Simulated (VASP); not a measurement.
Crystal: GaAs.

```
Ga As
1.0
     0.00000    2.83308    2.83308
     2.83308    0.00000    2.83308
     2.83308    2.83308    0.00000
Ga As
1 1
Direct
  0.00000 0.00000 0.00000
  0.25000 0.25000 0.25000
```

Base run:

- Program: VASP 6.6.1
- Functional: r2SCAN
- Potentials or basis: VASP PAW PBE potentials, release 64 (Ga_d, As)
- Cutoff: 520 eV
- k mesh: 6 × 6 × 6
- Occupations: gaussian, width 0.01 eV
- Spin: no spin polarisation

Its results: band gap on the k mesh 0.94 eV, direct; pressure 0.1 GPa.

Question: The run is repeated on the same cell with these changes: functional from r2SCAN to PBE. What comes out?

Answer: Band gap on the k mesh 0.47 eV, direct; pressure 2.9 GPa.

r2SCAN gives the wider gap, since meta-GGAs in the generalised Kohn-Sham scheme recover part of the derivative discontinuity.

Caveats: the PAW data sets were made with another functional, which shifts forces and pressure a little (some runs).

A k mesh can miss the band edges.
